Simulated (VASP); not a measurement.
Input of a VASP 6.6.1 run:

File INCAR:

```
ALGO = Normal ; EDIFF = 1E-6
ENCUT = 520 ; GGA = PE
ISIF = 2 ; ISMEAR = 0
LASPH = T ; LCHARG = F
LREAL = F ; LWAVE = F
NBANDS = 50 ; NELM = 60
PREC = Accurate ; SIGMA = 0.01
```

Contents of KPOINTS:

```
k-points
0
Gamma
  2 6 6
```

File POSCAR:

```
SnSe
1.0
   11.4200000000      0.0000000000      0.0000000000
    0.0000000000      4.1900000000      0.0000000000
    0.0000000000      0.0000000000      4.4600000000
Sn Se
4 4
Direct
    0.1230000000      0.2500000000      0.0910000000
    0.3770000000      0.7500000000      0.5910000000
    0.6230000000      0.2500000000      0.4090000000
    0.8770000000      0.7500000000      0.9090000000
    0.3570000000      0.2500000000      0.0160000000
    0.1430000000      0.7500000000      0.5160000000
    0.8570000000      0.2500000000      0.4840000000
    0.6430000000      0.7500000000      0.9840000000
```

Potentials or basis: VASP PAW PBE potentials, release 64 (Sn_d, Se).

Launch:

```console
$ cat potpaw_PBE.64/Sn_d/POTCAR potpaw_PBE.64/Se/POTCAR > POTCAR
$ mpirun -np 1 vasp_std > vasp.out
```

Question: What does it give for the pressure?

Answer: 2.5 GPa.

Question: Estimate the largest force.

Answer: 0.311 eV/Å.

Forces in eV/Å, atoms in the order of the input:
```
Sn  -0.310  0.000  0.013
Sn   0.310  0.000  0.013
Sn  -0.310  0.000 -0.013
Sn   0.310  0.000 -0.013
Se   0.254  0.000 -0.028
Se  -0.254  0.000 -0.028
Se   0.254  0.000  0.028
Se  -0.254  0.000  0.028
```
